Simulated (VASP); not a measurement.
# NiO (Fm-3m) in VASP: a series of runs

Runs on NiO. Level: PBEsol. Tasks: single point, relaxation of cell and atoms.

Program: VASP 6.6.1. These are calculated values, not measurements. Logs are shortened: lines on timing, memory, paths and dates and some standing lists are left out, and cuts for length are marked.

**Experimental background.**

From “Local correlations, non-local screening, multiplets, and band formation in NiO”, 2012, arxiv:1210.6675, for a bulk crystal of NiO: band gap 4.3 eV.

The runs below are set against these values where they give the same quantity.

## Step 1: The cell of the first run

Symmetry: Fm-3m, No. 225, cubic system. Conventional cell: a = 4.116 Å, b = 4.116 Å, c = 4.116 Å, α = 90.00°, β = 90.00°, γ = 90.00°. Within 2.7 Å of Ni (site symmetry m-3m) lie 6 O at 2.06 Å. Within 2.7 Å of O (site symmetry m-3m) lie 6 Ni at 2.06 Å.

## Step 2: Single point, PBEsol, collinear spin, ferromagnetic start

INCAR reads:

```
SYSTEM = NiO
  PREC = Accurate
  ENCUT = 520
  EDIFF = 1E-6
  ISMEAR = 0
  SIGMA = 0.15
  LREAL = .FALSE.
  LASPH = .TRUE.
  NELM = 150
  ALGO = Normal
  ISIF = 2
  LWAVE = .FALSE.
  LCHARG = .FALSE.
  ISPIN = 2
  MAGMOM = 1.14 1.14 1.14 1.14 0.2 0.2 0.2 0.2
  LORBIT = 11
  LMAXMIX = 4
  GGA = PS
  NBANDS = 46
  KPAR = 4
```

KPOINTS reads:

```
Automatic mesh
0
G
  14 14 14
  0 0 0
```

POSCAR reads:

```
NiO
1.0
    4.1161142752      0.0000000000      0.0000000000
    0.0000000000     -4.1161142752      0.0000000000
    0.0000000000      0.0000000000     -4.1161142752
Ni O
4 4
Direct
    0.0000000000      1.0000000000      1.0000000000
    0.5000000000      0.5000000000      1.0000000000
    0.5000000000      1.0000000000      0.5000000000
    0.0000000000      0.5000000000      0.5000000000
    0.5000000000      0.0000000000      0.0000000000
    0.0000000000      0.5000000000      0.0000000000
    0.0000000000      0.0000000000      0.5000000000
    0.5000000000      0.5000000000      0.5000000000
```

Potentials or basis: VASP PAW PBE potentials, release 64 (Ni, O).

Launch:

```console
$ cat potpaw_PBE.64/Ni/POTCAR potpaw_PBE.64/O/POTCAR > POTCAR
$ mpirun -np 4 vasp_std > vasp.out
```

OUTCAR:

```text
SYSTEM = NiO
   PREC = Accurate
   ENCUT = 520
   EDIFF = 1E-6
   ISMEAR = 0
   LREAL = .FALSE.
   LASPH = .TRUE.
   NELM = 150
   ISIF = 2
   ISPIN = 2
   LORBIT = 11
   GGA = PS

 ion  position               nearest neighbor table
   1  0.000  0.000  0.000-   5 2.06   6 2.06   7 2.06   7 2.06   6 2.06   5 2.06   3 2.91   4 2.91
                             2 2.91   2 2.91   4 2.91   3 2.91   4 2.91   2 2.91   3 2.91   4 2.91
   2  0.500  0.500  0.000-   5 2.06   6 2.06   8 2.06   8 2.06   5 2.06   6 2.06   3 2.91   4 2.91
                             1 2.91   1 2.91   3 2.91   3 2.91   3 2.91   1 2.91   4 2.91   4 2.91
   3  0.500  0.000  0.500-   5 2.06   7 2.06   8 2.06   5 2.06   8 2.06   7 2.06   1 2.91   2 2.91
                             1 2.91   2 2.91   4 2.91   2 2.91   2 2.91   1 2.91   4 2.91   4 2.91
   4  0.000  0.500  0.500-   6 2.06   7 2.06   8 2.06   6 2.06   7 2.06   8 2.06   1 2.91   2 2.91
                             1 2.91   1 2.91   3 2.91   2 2.91   1 2.91   2 2.91   3 2.91   3 2.91
   5  0.500  0.000  0.000-   1 2.06   2 2.06   3 2.06   3 2.06   2 2.06   1 2.06
   6  0.000  0.500  0.000-   1 2.06   2 2.06   4 2.06   4 2.06   1 2.06   2 2.06
   7  0.000  0.000  0.500-   1 2.06   3 2.06   4 2.06   1 2.06   4 2.06   3 2.06
   8  0.500  0.500  0.500-   2 2.06   3 2.06   4 2.06   2 2.06   3 2.06   4 2.06

  LATTYP: Found a simple cubic cell.
 ALAT       =     4.1161142752

  Lattice vectors:

 A1 = (   4.1161142752,   0.0000000000,   0.0000000000)
 A2 = (   0.0000000000,  -4.1161142752,   0.0000000000)
 A3 = (   0.0000000000,   0.0000000000,  -4.1161142752)

Analysis of symmetry for initial positions (statically):
=====================================================================
 Subroutine PRICEL returns following result:

  LATTYP: Found a face centered cubic cell.
 ALAT       =     4.1161142752
[... 12 lines left out ...]
 Subroutine GETGRP returns: Found 48 space group operations
 (whereof 48 operations were pure point group operations)
 out of a pool of 48 trial point group operations.

The static configuration has the point symmetry O_h .

Analysis of symmetry for dynamics (positions and initial velocities):
=====================================================================
 Subroutine PRICEL returns following result:

  LATTYP: Found a face centered cubic cell.
 ALAT       =     4.1161142752
[... 12 lines left out ...]
 Subroutine GETGRP returns: Found 48 space group operations
 (whereof 48 operations were pure point group operations)
 out of a pool of 48 trial point group operations.

The dynamic configuration has the point symmetry O_h .

Analysis of structural, dynamic, and magnetic symmetry:
=====================================================================
 Subroutine PRICEL returns following result:

  LATTYP: Found a face centered cubic cell.
 ALAT       =     4.1161142752
[... 12 lines left out ...]
 Subroutine GETGRP returns: Found 48 space group operations
 (whereof 48 operations were pure point group operations)
 out of a pool of 48 trial point group operations.

The overall configuration has the point symmetry O_h .

 Subroutine INISYM returns: Found 48 space group operations
 (whereof 48 operations are pure point group operations),
 and found     4 'primitive' translations

----------------------------------------------------------------------------------------

                                     Primitive cell

  volume of cell :      17.4342

  direct lattice vectors                    reciprocal lattice vectors
     2.058057138  2.058057138  0.000000000     0.242947579  0.242947579  0.242947579
     2.058057138  0.000000000 -2.058057138     0.242947579 -0.242947579 -0.242947579
     0.000000000  2.058057138 -2.058057138    -0.242947579  0.242947579 -0.242947579

  length of vectors
     2.910532316  2.910532316  2.910532316     0.420797551  0.420797551  0.420797551

  position of ions in fractional coordinates (direct lattice)
     0.000000000  0.000000000  0.000000000
     0.500000000  0.500000000  0.500000000

  ion indices of the primitive-cell ions
   primitive index   ion index
                 1           1
                 2           5

----------------------------------------------------------------------------------------

[... 57 lines left out ...]
   NGX,Y,Z   is equivalent  to a cutoff of  12.92, 12.92, 12.92 a.u.
   NGXF,Y,Z  is equivalent  to a cutoff of  25.85, 25.85, 25.85 a.u.
 SYSTEM =  NiO
   PREC   = accura    normal or accurate (medium, high low for compatibility)
   ISTART =      0    job   : 0-new  1-cont  2-samecut
   ICHARG =      2    charge: 1-file 2-atom 10-const
   ISPIN  =      2    spin polarized calculation?
   LNONCOLLINEAR =      F non collinear calculations
   LSORBIT =      F    spin-orbit coupling
   LASPH  =      T    aspherical Exc in radial PAW
   ENCUT  =  520.0 eV  38.22 Ry    6.18 a.u.   7.65  7.65  7.65*2*pi/ulx,y,z
   NELM   =    150;   NELMIN=  2; NELMDL= -5     # of ELM steps
   EDIFF  = 0.1E-05   stopping-criterion for ELM
   LREAL  =      F    real-space projection
   EDIFFG = 0.1E-04   stopping-criterion for IOM
   NSW    =      0    number of steps for IOM
   IBRION =     -1    ionic relax: 0-MD 1-quasi-New 2-CG
   NFREE  =      0    steps in history (QN), initial steepest desc. (CG)
   ISIF   =      2    stress and relaxation
   ISYM   =      2    0-nonsym 1-usesym 2-fastsym
   POTIM  = 0.5000    time-step for ionic-motion
   TEBEG  =    0.0;   TEEND  =   0.0 temperature during run
   PSTRESS=    0.0 pullay stress
   NELECT =      64.0000    total number of electrons
   NUPDOWN=      -1.0000    fix difference up-down
   EMIN   =  10.00;   EMAX   =-10.00  energy-range for DOS
   EFERMI =   0.00;   METHOD = LEGACY
   ISMEAR =     0;   SIGMA  =   0.15  broadening in eV -4-tet -1-fermi 0-gaus
   EFERMI_NEDOS =   21; number of points for ismear=-14 and -15
   IALGO  =     38    algorithm
   IMIX   =      4    mixing-type and parameters
     AMIX     =   0.40;   BMIX     =  1.00
     AMIX_MAG =   1.60;   BMIX_MAG =  1.00
  volume/ion in A,a.u.               =       8.72        58.83
  Fermi-wavevector in a.u.,A,eV,Ry     =   1.590917  3.006396 34.436556  2.531015
  Thomas-Fermi vector in A             =   2.689537
   LORBIT       =     11    0 simple, 1 ext, 2 COOP (PROOUT), +10 PAW based schemes
   GGA     = PS    functional components
   LHFCALC =     F    Hartree Fock is set to
   AEXX    =    0.0000 exact exchange contribution
   IVDW    =     0    specifies the selected vdW correction
   LEPSILON=     F    determine dielectric tensor
   LRPA    =     F    only Hartree local field effects (RPA)
 spin polarized calculation
 Gauss-broadening in eV      SIGMA  =   0.15
  energy-cutoff  :      520.00
  volume of cell :       69.74
 maximum number of plane-waves:      1924
 NGX is ok and might be reduce to    32

 number of electron      64.0000074 magnetization       4.4497086

 Free energy of the ion-electron system (eV)
  ---------------------------------------------------
  ext. energy  EPLUGINS =         0.00000000
  ---------------------------------------------------
  free energy    TOTEN  =       -49.62137788 eV

  energy without entropy =      -49.53858782  energy(sigma->0) =      -49.57998285

 E-fermi :   8.4027     XC(G=0): -13.2021

 val. band max:        8.4024032649   @ k =   0.3571   0.1429   0.0000
 cond. band min:       8.4030455487   @ k =   0.2143   0.1429   0.0000
 fundamental gap:      0.0006422839
 Fermi energy:         8.4027399962

 spin component 1

 k-point     1 :       0.0000    0.0000    0.0000
  band No.  band energies     occupation
      1     -12.4517      1.00000
      2     -10.8803      1.00000
      3     -10.8803      1.00000
      4     -10.8803      1.00000
      5       0.9627      1.00000
      6       0.9627      1.00000
[... 1117 lines left out ...]
     43      19.0125      0.00000
     44      19.5843      0.00000

 [... further k-points ...]

 spin component 2

 k-point     1 :       0.0000    0.0000    0.0000
  band No.  band energies     occupation
      1     -12.1986      1.00000
      2     -10.5782      1.00000
      3     -10.5781      1.00000
      4     -10.5781      1.00000
      5       1.1724      1.00000
      6       1.1724      1.00000
[... 1117 lines left out ...]
     43      19.2188      0.00000
     44      19.7899      0.00000

 [... further k-points ...]

 [bands above 44 left out]

------------------------ aborting loop because EDIFF is reached ----------------------------------------

  FORCE on cell =-STRESS in cart. coord.  units (eV):
  Direction    XX          YY          ZZ          XY          YZ          ZX
  --------------------------------------------------------------------------------------
  -------------------------------------------------------------------------------------
  Total       -0.3032563     -0.3032563     -0.3032563      0.0000000     -0.0000000     -0.0000000
  in kB       -6.9671975     -6.9671975     -6.9671975      0.0000000     -0.0000000     -0.0000000
  external PRESSURE =      -6.9671975 kB  Pullay stress =       0.0000000 kB

 VOLUME and BASIS-vectors are now :
 -----------------------------------------------------------------------------
  energy-cutoff  :      520.00
  volume of cell :       69.74
      direct lattice vectors                 reciprocal lattice vectors
     4.116114275  0.000000000  0.000000000     0.242947579  0.000000000  0.000000000
     0.000000000 -4.116114275  0.000000000     0.000000000 -0.242947579  0.000000000
     0.000000000  0.000000000 -4.116114275     0.000000000  0.000000000 -0.242947579

 POSITION                                       TOTAL-FORCE (eV/Angst)
 -----------------------------------------------------------------------------------
      0.00000      0.00000      0.00000        -0.000000     -0.000000      0.000000
      2.05806     -2.05806      0.00000         0.000000      0.000000     -0.000000
      2.05806      0.00000     -2.05806         0.000000     -0.000000     -0.000000
      0.00000     -2.05806     -2.05806         0.000000      0.000000      0.000000
      2.05806      0.00000      0.00000        -0.000000      0.000000      0.000000
      0.00000     -2.05806      0.00000        -0.000000      0.000000     -0.000000
      0.00000      0.00000     -2.05806         0.000000     -0.000000      0.000000
      2.05806     -2.05806     -2.05806         0.000000      0.000000      0.000000
 -----------------------------------------------------------------------------------
    total drift:                                0.000000      0.000000      0.000000

  FREE ENERGIE OF THE ION-ELECTRON SYSTEM (eV)
  ---------------------------------------------------
  free  energy   TOTEN  =       -49.6213778776 eV

  energy  without entropy=      -49.5385878199  energy(sigma->0) =      -49.57998285

 total charge

# of ion       s       p       d       tot
------------------------------------------
    1        0.348   0.437   8.338   9.123
    2        0.348   0.437   8.338   9.123
    3        0.348   0.437   8.338   9.123
    4        0.348   0.437   8.338   9.123
    5        1.560   3.388   0.000   4.948
    6        1.560   3.388   0.000   4.948
    7        1.560   3.388   0.000   4.948
    8        1.560   3.388   0.000   4.948
--------------------------------------------------
tot          7.630  15.301  33.352  56.282

 magnetization (x)

# of ion       s       p       d       tot
------------------------------------------
    1        0.010   0.012   0.914   0.936
    2        0.010   0.012   0.914   0.936
    3        0.010   0.012   0.914   0.936
    4        0.010   0.012   0.914   0.936
    5        0.022   0.128   0.000   0.150
    6        0.022   0.128   0.000   0.150
    7        0.022   0.128   0.000   0.150
    8        0.022   0.128   0.000   0.150
--------------------------------------------------
tot          0.125   0.563   3.656   4.343
```

Run time: 3.7 min. Hardware: 4 MPI ranks of Intel Xeon Platinum 8259CL at 2.50GHz (Skylake/Cascade Lake), shared host; peak memory 0.58 GiB.

Results:

```yaml
Free_energy: -49.6214 eV
Pressure: -0.7 GPa
Net_moment: 4.45 μB per cell
Site_moments: Ni +0.94; O +0.15 μB
Valence_electrons_inside_the_program's_atomic_spheres: Ni 9.12; O 4.95
```

Caveat: the PAW data sets were made with another functional, which shifts forces and pressure a little; semilocal functionals often make such compounds metallic where correlation or magnetic order opens a gap, which also shifts bond lengths. With open d or f shells a metallic result of PBEsol can be an artefact of self-interaction; +U or a hybrid may open a gap.

## Step 3: Single point, PBEsol, collinear spin, ferromagnetic start

This run uses another cell than the first one: it holds 2 atoms, not 8.

INCAR reads:

```
PREC = Accurate ; ENCUT = 520
EDIFF = 1E-7 ; ISMEAR = 0
SIGMA = 0.1 ; LREAL = F
LASPH = T ; NELM = 150
ALGO = Normal ; ISIF = 2
LWAVE = F ; LCHARG = F
ISPIN = 2 ; MAGMOM = 0.89 0.15
LORBIT = 11 ; LMAXMIX = 4
GGA = PS ; NBANDS = 19
```

KPOINTS reads:

```
regular mesh
0
Gamma
  18 18 18
```

POSCAR reads:

```
NiO
1.0
    0.0000000000      2.0580571029      2.0580571029
    2.0580571029      0.0000000000      2.0580571029
    2.0580571029      2.0580571029      0.0000000000
Ni O
1 1
Direct
    0.0000000000      0.0000000000      0.0000000000
    0.5000000000      0.5000000000      0.5000000000
```

Potentials or basis: VASP PAW PBE potentials, release 64 (Ni, O).

Launch:

```console
$ cat potpaw_PBE.64/Ni/POTCAR potpaw_PBE.64/O/POTCAR > POTCAR
$ mpirun -np 1 vasp_std > vasp.out
```

Wall time 2.9 min (1 thread of Intel Xeon 6975P-C (Granite Rapids), shared host); peak memory 0.23 GiB.

The run converged. Its results:

```yaml
Free_energy: -12.3994 eV
Pressure: -0.2 GPa
Net_moment: 1.20 μB per cell
Site_moments: Ni +1.00; O +0.16 μB
Valence_electrons_inside_the_program's_atomic_spheres: Ni 9.12; O 4.95
```

Levels at points of the mesh, in eV from the Fermi level:
Spin up:
| k point | band 5 | band 6 | band 7 | band 8 | band 9 | band 10 | band 11 | band 12 | band 13 | band 14 |
| --- | --- | --- | --- | --- | --- | --- | --- | --- | --- | --- |
| (0.00, 0.00, 0.00) | -2.67 | -2.67 | -2.48 | -2.48 | -2.48 | 1.69 | 17.73 | 19.14 | 19.14 | 19.14 |
| (0.50, 0.00, 0.00) | -1.65 | -1.65 | -1.16 | 0.68 | 0.68 | 5.52 | 10.28 | 14.17 | 14.17 | 21.77 |
| (0.50, 0.50, 0.00) | -3.50 | -2.27 | -1.63 | -1.33 | -1.33 | 6.37 | 10.67 | 12.32 | 16.97 | 16.97 |
Spin down:
```csv
k point,band 4,band 5,band 6,band 7,band 8,band 9,band 10,band 11
"(0.00, 0.00, 0.00)",-2.99,-1.85,-1.85,-1.85,-1.06,-1.06,1.93,17.71
"(0.50, 0.00, 0.00)",-5.42,-0.89,-0.89,-0.51,1.95,1.95,5.64,10.63
"(0.50, 0.50, 0.00)",-4.39,-2.96,-0.63,-0.63,-0.61,0.03,6.69,10.91
```

Caveat: the PAW data sets were made with another functional, which shifts forces and pressure a little; a cell with one magnetic atom can't hold antiferromagnetic order, which such compounds often take; semilocal functionals often make such compounds metallic where correlation or magnetic order opens a gap, which also shifts bond lengths.

## Step 4: Relaxation of cell and atoms, PBEsol, collinear spin, ferromagnetic start

This run uses another cell than the first one: it holds 2 atoms, not 8.

INCAR reads:

```
SYSTEM = NiO
PREC = Accurate
ENCUT = 600
EDIFF = 1E-6
ISMEAR = 0
SIGMA = 0.1
LREAL = .FALSE.
LASPH = .TRUE.
NELM = 150
ALGO = Normal
ISIF = 3
LWAVE = .FALSE.
LCHARG = .FALSE.
ISPIN = 2
MAGMOM = 0.89 0.15
LORBIT = 11
LMAXMIX = 4
GGA = PS
IBRION = 2
NSW = 100
EDIFFG = -0.005
```

KPOINTS reads:

```
regular mesh
0
G
  18 18 18
  0 0 0
```

POSCAR reads:

```
NiO
1.0
    0.0000000000      2.0532341985      2.0532341985
    2.0532341985      0.0000000000      2.0532341985
    2.0532341985      2.0532341985      0.0000000000
Ni O
1 1
Direct
    0.0000000000      0.0000000000      0.0000000000
    0.5000000000      0.5000000000      0.5000000000
```

Launch:

```console
$ cat potpaw_PBE.64/Ni/POTCAR potpaw_PBE.64/O/POTCAR > POTCAR
$ mpirun -np 1 vasp_std > vasp.out
```

It took 82 s on 1 thread of Intel Xeon 6975P-C (Granite Rapids), shared host; peak memory 0.22 GiB.

Results (log left out):

| Item | Value |
| --- | --- |
| Free energy | -12.4004 eV |
| Relaxed volume | 8.63 Å³/atom |
| Relaxed cell | a = 2.901 Å, b = 2.901 Å, c = 2.901 Å, α = 60.00°, β = 60.00°, γ = 60.00° |
| Space group after relaxing (to 0.1 Å) | Fm-3m (No. 225) |
| Energy gained by relaxing | 0.0 meV/atom |
| Ionic steps | 3 |
| Pressure after relaxing | -0.1 GPa |
| Net moment | 0.86 μB per cell |
| Site moments | Ni +0.73; O +0.11 μB |
| Valence electrons inside the program's atomic spheres | Ni 9.15; O 4.94 |

Final structure:
```
CELL_PARAMETERS angstrom
0.00000 2.05129 2.05129
2.05129 0.00000 2.05129
2.05129 2.05129 0.00000
ATOMIC_POSITIONS crystal
Ni 0.00000 0.00000 0.00000
O 0.50000 0.50000 0.50000
```

Levels at points of the mesh, in eV from the Fermi level:
Spin up:
```tsv
k point	band 5	band 6	band 7	band 8	band 9	band 10	band 11	band 12	band 13
(0.00, 0.00, 0.00)	-2.39	-2.39	-2.34	-2.34	-2.34	1.78	17.77	19.27	19.27
(0.50, 0.00, 0.00)	-1.46	-1.46	-1.00	0.89	0.89	5.56	10.41	14.28	14.28
(0.50, 0.50, 0.00)	-3.40	-1.98	-1.32	-1.15	-1.15	6.50	10.74	12.43	17.12
```
Spin down:
| k point | band 6 | band 7 | band 8 | band 9 | band 10 | band 11 |
| --- | --- | --- | --- | --- | --- | --- |
| (0.00, 0.00, 0.00) | -1.88 | -1.88 | -1.23 | -1.23 | 1.95 | 17.76 |
| (0.50, 0.00, 0.00) | -0.92 | -0.53 | 1.82 | 1.82 | 5.65 | 10.65 |
| (0.50, 0.50, 0.00) | -0.77 | -0.64 | -0.64 | -0.12 | 6.73 | 10.90 |

Caveat: the PAW data sets were made with another functional, which shifts forces and pressure a little; a cell with one magnetic atom can't hold antiferromagnetic order, which such compounds often take; semilocal functionals often make such compounds metallic where correlation or magnetic order opens a gap, which also shifts bond lengths. With open d or f shells a metallic result of PBEsol can be an artefact of self-interaction; +U or a hybrid may open a gap.

(Continued in part 2 of 2.)
